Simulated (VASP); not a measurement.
# ZnS (Fm-3m) in VASP: further runs

The runs below take ZnS through single point, with PBE, PBEsol.

Everything below comes from runs of VASP 6.6.1. Logs are shortened: lines on timing, memory, paths and dates and some standing lists are left out, and cuts for length are marked.

## (1) The cell of the first run

It takes space group Fm-3m (No. 225, cubic). Conventional cell: a = 5.062 Å, b = 5.062 Å, c = 5.062 Å, α = 90.00°, β = 90.00°, γ = 90.00°. Zn (site symmetry m-3m) has 6 S at 2.53 Å within 3.3 Å. S (site symmetry m-3m) has 6 Zn at 2.53 Å within 3.3 Å.

## (2) Single point, PBE

Contents of INCAR:

```
PREC     = Accurate       # precision mode
ENCUT    = 500            # plane-wave cutoff, eV
EDIFF    = 1E-6           # SCF threshold, eV
ISMEAR   = -1             # smearing method
SIGMA    = 0.05           # smearing width, eV
LREAL    = F              # projectors in reciprocal space
LASPH    = T              # aspherical terms in the spheres
NELM     = 120            # most SCF steps
ALGO     = Normal         # electronic algorithm
ISIF     = 2              # what is computed and relaxed
LWAVE    = F              # write WAVECAR
LCHARG   = T              # write CHGCAR
GGA      = PE             # functional
LELF     = T              # ELF
LVHAR    = T            
NBANDS   = 16             # bands
GGA_COMPAT= F
```

Contents of KPOINTS:

```
regular mesh
0
Gamma
  6 6 6
```

Contents of POSCAR:

```
ZnS
1.0
    0.0000000000      2.5310225584      2.5310225584
    2.5310225584      0.0000000000      2.5310225584
    2.5310225584      2.5310225584      0.0000000000
Zn S
1 1
Direct
    0.0000000000      0.0000000000      0.0000000000
    0.5000000000      0.5000000000      0.5000000000
```

Potentials or basis: VASP PAW PBE potentials, release 64 (Zn, S).

Launch:

```bash
> cat potpaw_PBE.64/Zn/POTCAR potpaw_PBE.64/S/POTCAR > POTCAR
> mpirun -np 1 vasp_std > vasp.out
```

OUTCAR:

```text
PREC = Accurate
   ENCUT = 500
   EDIFF = 1E-6
   ISMEAR = -1
   LREAL = F
   LASPH = T
   NELM = 120
   ISIF = 2
   GGA = PE

 ion  position               nearest neighbor table
   1  0.000  0.000  0.000-   2 2.53   2 2.53   2 2.53   2 2.53   2 2.53   2 2.53
   2  0.500  0.500  0.500-   1 2.53   1 2.53   1 2.53   1 2.53   1 2.53   1 2.53

  LATTYP: Found a face centered cubic cell.
 ALAT       =     5.0620451168

  Lattice vectors:

 A1 = (   0.0000000000,   2.5310225584,   2.5310225584)
 A2 = (   2.5310225584,   0.0000000000,   2.5310225584)
 A3 = (   2.5310225584,   2.5310225584,   0.0000000000)

Analysis of symmetry for initial positions (statically):
=====================================================================
 Subroutine PRICEL returns:
 Original cell was already a primitive cell.

 Routine SETGRP: Setting up the symmetry group for a
 face centered cubic supercell.

 Subroutine GETGRP returns: Found 48 space group operations
 (whereof 48 operations were pure point group operations)
 out of a pool of 48 trial point group operations.

The static configuration has the point symmetry O_h .

Analysis of symmetry for dynamics (positions and initial velocities):
=====================================================================
 Subroutine PRICEL returns:
 Original cell was already a primitive cell.

 Routine SETGRP: Setting up the symmetry group for a
 face centered cubic supercell.

 Subroutine GETGRP returns: Found 48 space group operations
 (whereof 48 operations were pure point group operations)
 out of a pool of 48 trial point group operations.

The dynamic configuration has the point symmetry O_h .

 Subroutine INISYM returns: Found 48 space group operations
 (whereof 48 operations are pure point group operations),
 and found     1 'primitive' translations

----------------------------------------------------------------------------------------

                                     Primitive cell

  volume of cell :      32.4278

  direct lattice vectors                    reciprocal lattice vectors
     0.000000000  2.531022558  2.531022558    -0.197548615  0.197548615  0.197548615
     2.531022558  0.000000000  2.531022558     0.197548615 -0.197548615  0.197548615
     2.531022558  2.531022558  0.000000000     0.197548615  0.197548615 -0.197548615

  length of vectors
     3.579406429  3.579406429  3.579406429     0.342164237  0.342164237  0.342164237

  position of ions in fractional coordinates (direct lattice)
     0.000000000  0.000000000  0.000000000
     0.500000000  0.500000000  0.500000000

  ion indices of the primitive-cell ions
   primitive index   ion index
                 1           1
                 2           2

----------------------------------------------------------------------------------------

 KPOINTS: regular mesh

Automatic generation of k-mesh.
 Grid dimensions read from file:
 generate k-points for:    6    6    6

 Generating k-lattice:

  Cartesian coordinates                     Fractional coordinates (reciprocal lattice)
    -0.032924769  0.032924769  0.032924769     0.166666667  0.000000000  0.000000000
     0.032924769 -0.032924769  0.032924769     0.000000000  0.166666667  0.000000000
     0.032924769  0.032924769 -0.032924769     0.000000000  0.000000000  0.166666667

  Length of vectors
     0.057027373  0.057027373  0.057027373

  Shift w.r.t. Gamma in fractional coordinates (k-lattice)
     0.000000000  0.000000000  0.000000000

 Subroutine IBZKPT returns following result:
 ===========================================

 Found     16 irreducible k-points:

 Following reciprocal coordinates:
            Coordinates               Weight
  0.000000  0.000000  0.000000      1.000000
  0.166667  0.000000  0.000000      8.000000
  0.333333  0.000000  0.000000      8.000000
  0.500000  0.000000  0.000000      4.000000
  0.166667  0.166667  0.000000      6.000000
  0.333333  0.166667  0.000000     24.000000
[... 8 lines left out ...]
 -0.333333  0.333333  0.166667     24.000000
 -0.333333  0.500000  0.166667     12.000000
   k-points           NKPTS =     16   k-points in BZ     NKDIM =     16   number of bands    NBANDS=     16
   number of dos      NEDOS =    301   number of ions     NIONS =      2
   total plane-waves  NPLWV =  21952
   dimension x,y,z NGX =    28 NGY =   28 NGZ =   28
   dimension x,y,z NGXF=    56 NGYF=   56 NGZF=   56
   ions per type =               1   1
   NGX,Y,Z   is equivalent  to a cutoff of  13.00, 13.00, 13.00 a.u.
   NGXF,Y,Z  is equivalent  to a cutoff of  26.01, 26.01, 26.01 a.u.
 SYSTEM =  unknown system
   PREC   = accura    normal or accurate (medium, high low for compatibility)
   ISTART =      0    job   : 0-new  1-cont  2-samecut
   ICHARG =      2    charge: 1-file 2-atom 10-const
   ISPIN  =      1    spin polarized calculation?
   LNONCOLLINEAR =      F non collinear calculations
   LSORBIT =      F    spin-orbit coupling
   LASPH  =      T    aspherical Exc in radial PAW
   ENCUT  =  500.0 eV  36.75 Ry    6.06 a.u.   6.53  6.53  6.53*2*pi/ulx,y,z
   NELM   =    120;   NELMIN=  2; NELMDL= -5     # of ELM steps
   EDIFF  = 0.1E-05   stopping-criterion for ELM
   LREAL  =      F    real-space projection
   EDIFFG = 0.1E-04   stopping-criterion for IOM
   NSW    =      0    number of steps for IOM
   IBRION =     -1    ionic relax: 0-MD 1-quasi-New 2-CG
   NFREE  =      0    steps in history (QN), initial steepest desc. (CG)
   ISIF   =      2    stress and relaxation
   ISYM   =      2    0-nonsym 1-usesym 2-fastsym
   POTIM  = 0.5000    time-step for ionic-motion
   TEBEG  =    0.0;   TEEND  =   0.0 temperature during run
   PSTRESS=    0.0 pullay stress
   NELECT =      18.0000    total number of electrons
   NUPDOWN=      -1.0000    fix difference up-down
   EMIN   =  10.00;   EMAX   =-10.00  energy-range for DOS
   EFERMI =   0.00;   METHOD = LEGACY
   ISMEAR =    -1;   SIGMA  =   0.05  broadening in eV -4-tet -1-fermi 0-gaus
   EFERMI_NEDOS =   21; number of points for ismear=-14 and -15
   IALGO  =     38    algorithm
   IMIX   =      4    mixing-type and parameters
     AMIX     =   0.40;   BMIX     =  1.00
     AMIX_MAG =   1.60;   BMIX_MAG =  1.00
  volume/ion in A,a.u.               =      16.21       109.42
  Fermi-wavevector in a.u.,A,eV,Ry     =   1.345425  2.542486 24.628855  1.810170
  Thomas-Fermi vector in A             =   2.473339
   LORBIT       =      0    0 simple, 1 ext, 2 COOP (PROOUT), +10 PAW based schemes
   GGA     = PE    functional components
   LHFCALC =     F    Hartree Fock is set to
   AEXX    =    0.0000 exact exchange contribution
   IVDW    =     0    specifies the selected vdW correction
   LEPSILON=     F    determine dielectric tensor
   LRPA    =     F    only Hartree local field effects (RPA)
 non-spin polarized calculation
  energy-cutoff  :      500.00
  volume of cell :       32.43
 maximum number of plane-waves:       869
 NGX is ok and might be reduce to    28
   NGX = 13   NGY = 13   NGZ = 13

 number of electron      18.0000013 magnetization

 Free energy of the ion-electron system (eV)
  ---------------------------------------------------
  ext. energy  EPLUGINS =         0.00000000
  ---------------------------------------------------
  free energy    TOTEN  =        -6.20539679 eV

  energy without entropy =       -6.20148112  energy(sigma->0) =       -6.20343896

 E-fermi :   4.1146     XC(G=0): -10.9070

 val. band max:        4.0480730881   @ k =  -0.1667   0.1667   0.0000
 cond. band min:       5.2638469878   @ k =   0.3333   0.3333   0.0000
 fundamental gap:      1.2157738997
 Fermi energy:         4.1145611294

 k-point     1 :       0.0000    0.0000    0.0000
  band No.  band energies     occupation
      1      -9.9023      2.00000
      2      -2.2496      2.00000
      3      -2.2496      2.00000
      4      -2.2345      2.00000
      5      -2.2345      2.00000
      6      -2.2345      2.00000
[... 8 lines left out ...]
     15      15.7463      0.00000
     16      15.7463      0.00000

 k-point     2 :       0.1667    0.0000    0.0000
  band No.  band energies     occupation
      1      -9.5757      2.00000
      2      -2.3390      2.00000
      3      -2.3390      2.00000
      4      -2.2867      2.00000
      5      -2.1938      2.00000
      6      -2.1937      2.00000
[... 8 lines left out ...]
     15      14.3259      0.00000
     16      15.3961      0.00000

 k-point     3 :       0.3333    0.0000    0.0000
  band No.  band energies     occupation
      1      -8.7502      2.00000
      2      -2.6320      2.00000
      3      -2.5128      2.00000
      4      -2.5128      2.00000
      5      -2.1070      2.00000
      6      -2.1070      2.00000
[... 8 lines left out ...]
     15      16.2437      0.00000
     16      16.2437      0.00000

 k-point     4 :       0.5000    0.0000    0.0000
  band No.  band energies     occupation
      1      -8.1737      2.00000
      2      -3.2077      2.00000
      3      -2.5959      2.00000
      4      -2.5959      2.00000
      5      -2.0628      2.00000
      6      -2.0628      2.00000
[... 8 lines left out ...]
     15      18.2353      0.00000
     16      18.2353      0.00000
[... 172 lines left out ...]
 k-point    14 :       0.5000    0.3333    0.1667
  band No.  band energies     occupation
      1      -8.2706      2.00000
      2      -2.6540      2.00000
      3      -2.4340      2.00000
      4      -2.3581      2.00000
      5      -2.0851      2.00000
      6      -2.0201      2.00000
[... 8 lines left out ...]
     15      19.2833      0.00000
     16      20.0979      0.00000

 k-point    15 :      -0.3333    0.3333    0.1667
  band No.  band energies     occupation
      1      -7.9345      2.00000
      2      -2.6141      2.00000
      3      -2.4210      2.00000
      4      -2.3781      2.00000
      5      -2.0422      2.00000
      6      -1.9359      2.00000
[... 8 lines left out ...]
     15      17.5672      0.00000
     16      20.1505      0.00000

 k-point    16 :      -0.3333    0.5000    0.1667
  band No.  band energies     occupation
      1      -7.8859      2.00000
      2      -2.3930      2.00000
      3      -2.3767      2.00000
      4      -2.2468      2.00000
      5      -2.0103      2.00000
      6      -1.6769      2.00000
[... 8 lines left out ...]
     15      19.2413      0.00000
     16      20.0928      0.00000

------------------------ aborting loop because EDIFF is reached ----------------------------------------

  FORCE on cell =-STRESS in cart. coord.  units (eV):
  Direction    XX          YY          ZZ          XY          YZ          ZX
  --------------------------------------------------------------------------------------
  -------------------------------------------------------------------------------------
  Total        0.5015910      0.5015910      0.5015910      0.0000000      0.0000000     -0.0000000
  in kB       24.7823399     24.7823399     24.7823399      0.0000000      0.0000000     -0.0000000
  external PRESSURE =      24.7823399 kB  Pullay stress =       0.0000000 kB

 VOLUME and BASIS-vectors are now :
 -----------------------------------------------------------------------------
  energy-cutoff  :      500.00
  volume of cell :       32.43
      direct lattice vectors                 reciprocal lattice vectors
     0.000000000  2.531022558  2.531022558    -0.197548615  0.197548615  0.197548615
     2.531022558  0.000000000  2.531022558     0.197548615 -0.197548615  0.197548615
     2.531022558  2.531022558  0.000000000     0.197548615  0.197548615 -0.197548615

 POSITION                                       TOTAL-FORCE (eV/Angst)
 -----------------------------------------------------------------------------------
      0.00000      0.00000      0.00000         0.000000     -0.000000      0.000000
      2.53102      2.53102      2.53102        -0.000000      0.000000     -0.000000
 -----------------------------------------------------------------------------------
    total drift:                               -0.000000      0.000000      0.000000

  FREE ENERGIE OF THE ION-ELECTRON SYSTEM (eV)
  ---------------------------------------------------
  free  energy   TOTEN  =        -6.2053967942 eV

  energy  without entropy=       -6.2014811200  energy(sigma->0) =       -6.20343896
```

It took 21 s on 1 thread of Intel Xeon 8259CL, shared host; peak memory 0.15 GiB.

What came out:

| Quantity | Value |
| --- | --- |
| Free energy | -6.2054 eV |
| Pressure | 2.5 GPa |
| Band gap on the k mesh | zero (band 9 reaches 4.05 eV, above the bottom of band 10 at 3.77 eV) |

Levels at points of the mesh, in eV from the Fermi level:
| k point | band 6 | band 7 | band 8 | band 9 | band 10 | band 11 | band 12 | band 13 |
| --- | --- | --- | --- | --- | --- | --- | --- | --- |
| (0.00, 0.00, 0.00) | -6.35 | -0.67 | -0.67 | -0.67 | 1.90 | 9.00 | 9.00 | 9.00 |
| (0.50, 0.00, 0.00) | -6.18 | -5.44 | -0.15 | -0.15 | 3.82 | 5.51 | 5.51 | 7.53 |
| (0.50, 0.50, 0.00) | -5.69 | -5.39 | -2.64 | -2.64 | -0.35 | 5.34 | 11.91 | 12.44 |

(Continued in part 2 of 2.)
